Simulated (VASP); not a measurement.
# CuI (P4/nmm) in VASP: notebook, part 2 of 2

VASP 6.6.1.

### 3 Single point, LDA (26.30 Å³/atom)

This run uses another cell than the first one, of 26.30 Å³/atom.

Input file INCAR:

```
SYSTEM = CuI
  PREC = Accurate
  ENCUT = 520
  EDIFF = 1E-6
  ISMEAR = -1
  SIGMA = 0.05
  LREAL = .FALSE.
  LASPH = .TRUE.
  NELM = 100
  ALGO = Normal
  ISIF = 2
  LWAVE = .FALSE.
  LCHARG = .TRUE.
  GGA = CA
  LELF = .TRUE.
  LVHAR = .TRUE.
  NBANDS = 26
```

Input file KPOINTS:

```
regular mesh
0
G
  7 7 4
  0 0 0
```

Input file POSCAR:

```
CuI
1.0
    4.0349164921      0.0000000000      0.0000000000
    0.0000000000      4.0349164921      0.0000000000
    0.0000000000      0.0000000000      6.4629139691
I Cu
2 2
Direct
    0.0000000000      0.5000000000      0.7430343600
    0.5000000000      0.0000000000      0.2569656400
    0.0000000000      0.0000000000      0.0000000000
    0.5000000000      0.5000000000      0.0000000000
```

Potentials or basis: VASP PAW LDA potentials, release 64 (I, Cu).

Run with:

```
cat potpaw_LDA.64/I/POTCAR potpaw_LDA.64/Cu/POTCAR > POTCAR
mpirun -np 1 vasp_std > vasp.out
```

OUTCAR:

```text
SYSTEM = CuI
   PREC = Accurate
   ENCUT = 520
   EDIFF = 1E-6
   ISMEAR = -1
   LREAL = .FALSE.
   LASPH = .TRUE.
   NELM = 100
   ISIF = 2
   GGA = CA

 ion  position               nearest neighbor table
   1  0.000  0.500  0.743-   3 2.61   4 2.61   3 2.61   4 2.61
   2  0.500  0.000  0.257-   3 2.61   4 2.61   4 2.61   3 2.61
   3  0.000  0.000  0.000-   1 2.61   2 2.61   1 2.61   2 2.61
   4  0.500  0.500  0.000-   1 2.61   2 2.61   2 2.61   1 2.61

  LATTYP: Found a simple tetragonal cell.
 ALAT       =     4.0349164921
 C/A-ratio  =     1.6017466487

  Lattice vectors:

 A1 = (   4.0349164921,   0.0000000000,   0.0000000000)
 A2 = (   0.0000000000,   4.0349164921,   0.0000000000)
 A3 = (   0.0000000000,   0.0000000000,   6.4629139691)

Analysis of symmetry for initial positions (statically):
=====================================================================
 Subroutine PRICEL returns:
 Original cell was already a primitive cell.

 Routine SETGRP: Setting up the symmetry group for a
 simple tetragonal supercell.

 Subroutine GETGRP returns: Found 16 space group operations
 (whereof  8 operations were pure point group operations)
 out of a pool of 16 trial point group operations.

The static configuration has the point symmetry D_2d.
 The point group associated with its full space group is D_4h.

Analysis of symmetry for dynamics (positions and initial velocities):
=====================================================================
 Subroutine PRICEL returns:
 Original cell was already a primitive cell.

 Routine SETGRP: Setting up the symmetry group for a
 simple tetragonal supercell.

 Subroutine GETGRP returns: Found 16 space group operations
 (whereof  8 operations were pure point group operations)
 out of a pool of 16 trial point group operations.

The dynamic configuration has the point symmetry D_2d.
 The point group associated with its full space group is D_4h.

[... 113 lines left out ...]
   NELECT =      36.0000    total number of electrons
   NUPDOWN=      -1.0000    fix difference up-down
   EMIN   =  10.00;   EMAX   =-10.00  energy-range for DOS
   EFERMI =   0.00;   METHOD = LEGACY
   ISMEAR =    -1;   SIGMA  =   0.05  broadening in eV -4-tet -1-fermi 0-gaus
   EFERMI_NEDOS =   21; number of points for ismear=-14 and -15
   IALGO  =     38    algorithm
   IMIX   =      4    mixing-type and parameters
     AMIX     =   0.40;   BMIX     =  1.00
     AMIX_MAG =   1.60;   BMIX_MAG =  1.00
  volume/ion in A,a.u.               =      26.30       177.51
  Fermi-wavevector in a.u.,A,eV,Ry     =   1.145011  2.163758 17.837936  1.311051
  Thomas-Fermi vector in A             =   2.281701
   LORBIT       =      0    0 simple, 1 ext, 2 COOP (PROOUT), +10 PAW based schemes
   GGA     = CA    functional components
   LHFCALC =     F    Hartree Fock is set to
   AEXX    =    0.0000 exact exchange contribution
   IVDW    =     0    specifies the selected vdW correction
   LEPSILON=     F    determine dielectric tensor
   LRPA    =     F    only Hartree local field effects (RPA)
 non-spin polarized calculation
  energy-cutoff  :      520.00
  volume of cell :      105.22
 maximum number of plane-waves:      2868
 NGX is ok and might be reduce to    30
   NGX = 15   NGY = 15   NGZ = 25

 number of electron      36.0000002 magnetization

 Free energy of the ion-electron system (eV)
  ---------------------------------------------------
  ext. energy  EPLUGINS =         0.00000000
  ---------------------------------------------------
  free energy    TOTEN  =       -13.91006664 eV

  energy without entropy =      -13.91006663  energy(sigma->0) =      -13.91006664

 E-fermi :   5.4574     XC(G=0):  -9.5290

 val. band max:        4.6582662775   @ k =   0.0000   0.0000   0.0000
 cond. band min:       6.1772026672   @ k =   0.0000   0.0000   0.0000
 fundamental gap:      1.5189363897
 Fermi energy:         5.4574116814

 k-point     1 :       0.0000    0.0000    0.0000
  band No.  band energies     occupation
      1      -9.4831      2.00000
      2      -8.7173      2.00000
      3      -1.3722      2.00000
      4       0.6577      2.00000
      5       0.8579      2.00000
      6       0.8579      2.00000
[... 685 lines left out ...]
     25      12.1606      0.00000
     26      12.8433      0.00000

 [... further k-points ...]
[... 5 lines left out ...]
  --------------------------------------------------------------------------------------
  -------------------------------------------------------------------------------------
  Total       -1.0743018     -1.0743018     -0.8747928      0.0000000      0.0000000     -0.0000000
  in kB      -16.3583467    -16.3583467    -13.3204317      0.0000000      0.0000000     -0.0000000
  external PRESSURE =     -15.3457084 kB  Pullay stress =       0.0000000 kB

 VOLUME and BASIS-vectors are now :
 -----------------------------------------------------------------------------
  energy-cutoff  :      520.00
  volume of cell :      105.22
      direct lattice vectors                 reciprocal lattice vectors
     4.034916492  0.000000000  0.000000000     0.247836604  0.000000000  0.000000000
     0.000000000  4.034916492  0.000000000     0.000000000  0.247836604  0.000000000
     0.000000000  0.000000000  6.462913969     0.000000000  0.000000000  0.154728967

 POSITION                                       TOTAL-FORCE (eV/Angst)
 -----------------------------------------------------------------------------------
      0.00000      2.01746      4.80217         0.000000      0.000000      0.114363
      2.01746      0.00000      1.66075        -0.000000      0.000000     -0.114363
      0.00000      0.00000      0.00000        -0.000000      0.000000      0.000000
      2.01746      2.01746      0.00000         0.000000     -0.000000      0.000000
 -----------------------------------------------------------------------------------
    total drift:                                0.000000      0.000000      0.000000

  FREE ENERGIE OF THE ION-ELECTRON SYSTEM (eV)
  ---------------------------------------------------
  free  energy   TOTEN  =       -13.9100666411 eV

  energy  without entropy=      -13.9100666317  energy(sigma->0) =      -13.91006664
```

OSZICAR:

```text
N       E                     dE             d eps       ncg     rms          rms(c)
DAV:   1     0.277086250922E+03    0.27709E+03   -0.15087E+04  1560   0.153E+03
DAV:   2     0.137292220791E+02   -0.26336E+03   -0.25025E+03  1574   0.318E+02
DAV:   3    -0.132100285216E+02   -0.26939E+02   -0.26233E+02  2086   0.124E+02
DAV:   4    -0.145918323222E+02   -0.13818E+01   -0.13772E+01  2096   0.251E+01
DAV:   5    -0.146559394026E+02   -0.64107E-01   -0.64094E-01  2438   0.509E+00    0.103E+01
DAV:   6    -0.143931899213E+02    0.26275E+00   -0.10010E+01  1816   0.735E+01    0.654E+00
DAV:   7    -0.139185277147E+02    0.47466E+00   -0.26348E+00  1906   0.483E+01    0.335E+00
DAV:   8    -0.139258104634E+02   -0.72827E-02   -0.20833E-01  2502   0.550E+00    0.870E-01
DAV:   9    -0.139099874070E+02    0.15823E-01   -0.65195E-02  2204   0.652E+00    0.458E-01
DAV:  10    -0.139106702087E+02   -0.68280E-03   -0.47079E-03  2420   0.104E+00    0.314E-01
DAV:  11    -0.139100511291E+02    0.61908E-03   -0.18814E-03  2098   0.118E+00    0.104E-01
DAV:  12    -0.139100649931E+02   -0.13864E-04   -0.43118E-04  2452   0.123E-01    0.181E-02
DAV:  13    -0.139100659797E+02   -0.98660E-06   -0.12968E-05  1888   0.243E-02    0.213E-02
DAV:  14    -0.139100666411E+02   -0.66145E-06   -0.80021E-06  1936   0.736E-02
   1 F= -.13910067E+02 E0= -.13910067E+02  d E =-.943710E-08
```

stdout:

```text
POSCAR found type information on POSCAR I Cu
 POSCAR found :  2 types and       4 ions
 scaLAPACK will be used
 LDA part: xc-table for (Slater(with rela. corr.)+CA(PZ))
 , standard interpolation
 POSCAR, INCAR and KPOINTS ok, starting setup
 FFT: planning ... GRIDC
 FFT: planning ... GRID_SOFT
 FFT: planning ... GRID
 WAVECAR not read
 entering main loop
```

Wall time 2 min (1 thread of Intel Xeon 8259CL, shared host); peak memory 0.21 GiB.

Results:

```
Free energy            : -13.9101 eV
Pressure               : -1.5 GPa
Largest force          : 0.114 eV/Å
Band gap on the k mesh : 1.52 eV
```

Forces in eV/Å, atoms in the order of the input:
```
I    0.000  0.000  0.114
I    0.000  0.000 -0.114
Cu   0.000  0.000  0.000
Cu   0.000  0.000  0.000
```

Caveat: spin-orbit coupling is left out, which moves the levels of the heavy elements.

### 4 Single point, LDA (26.85 Å³/atom)

This run uses another cell than the first one, of 26.85 Å³/atom.

Input file INCAR:

```
PREC     = Accurate       # precision mode
ENCUT    = 520            # plane-wave cutoff, eV
EDIFF    = 1E-6           # SCF threshold, eV
ISMEAR   = -1             # smearing method
SIGMA    = 0.05           # smearing width, eV
LREAL    = F              # projectors in reciprocal space
LASPH    = T              # aspherical terms in the spheres
NELM     = 100            # most SCF steps
ALGO     = Normal         # electronic algorithm
ISIF     = 2              # what is computed and relaxed
LWAVE    = F              # write WAVECAR
LCHARG   = F              # write CHGCAR
GGA      = CA             # functional
NBANDS   = 26             # bands
```

Input file KPOINTS:

```
regular mesh
0
Gamma
  7 7 4
```

Input file POSCAR:

```
CuI
1.0
    4.0627443817      0.0000000000      0.0000000000
    0.0000000000      4.0627443817      0.0000000000
    0.0000000000      0.0000000000      6.5074871981
I Cu
2 2
Direct
    0.0000000000      0.5000000000      0.7430343600
    0.5000000000      0.0000000000      0.2569656400
    0.0000000000      0.0000000000      0.0000000000
    0.5000000000      0.5000000000      0.0000000000
```

Run with:

```
cat potpaw_LDA.64/I/POTCAR potpaw_LDA.64/Cu/POTCAR > POTCAR
mpirun -np 1 vasp_std > vasp.out
```

It took 2.1 min on 1 thread of Intel Xeon 8259CL, shared host; peak memory 0.21 GiB.

The run converged. Its results:

| Property | Result |
| --- | --- |
| Free energy | -13.8805 eV |
| Pressure | -2.6 GPa |
| Largest force | 0.303 eV/Å |
| Band gap on the k mesh | 1.48 eV |

Forces on the atoms (eV/Å):
```
I    0.000  0.000  0.303
I    0.000  0.000 -0.303
Cu   0.000  0.000  0.000
Cu   0.000  0.000  0.000
```

Stress tensor (GPa, compression positive):
```
-2.69  0.00  0.00
 0.00 -2.69  0.00
 0.00  0.00 -2.46
```

Levels at points of the mesh, in eV from the valence-band top:
```csv
k point,band 15,band 16,band 17,band 18,band 19,band 20,band 21,band 22
"(0.00, 0.00, 0.00)",-1.29,-0.81,0.00,0.00,1.48,2.98,3.25,4.95
"(0.00, 0.00, 0.50)",-1.40,-1.29,-0.31,-0.31,3.18,3.23,3.39,4.32
```

Caveat: spin-orbit coupling is left out, which moves the levels of the heavy elements.

### 5 Summary

```tsv
cell	gap on the mesh (eV)	pressure (GPa)	largest force (eV/Å)
a = 4.007, b = 4.007, c = 6.418 Å, 4 atoms	1.56	-0.5	0.09
a = 4.035, b = 4.035, c = 6.463 Å, 4 atoms	1.52	-1.5	0.11
a = 4.063, b = 4.063, c = 6.507 Å, 4 atoms	1.48	-2.6	0.30
```

Alike in all rows: task single point; level LDA; potentials or basis VASP PAW LDA potentials, release 64 (I, Cu); no spin polarisation; k mesh 7 × 7 × 4; cutoff (eV) 520; smearing fermi-dirac 0.05 eV.

Caveats: spin-orbit coupling is left out, which moves the levels of the heavy elements.

Absolute energies hang on the potentials; compare differences alone.
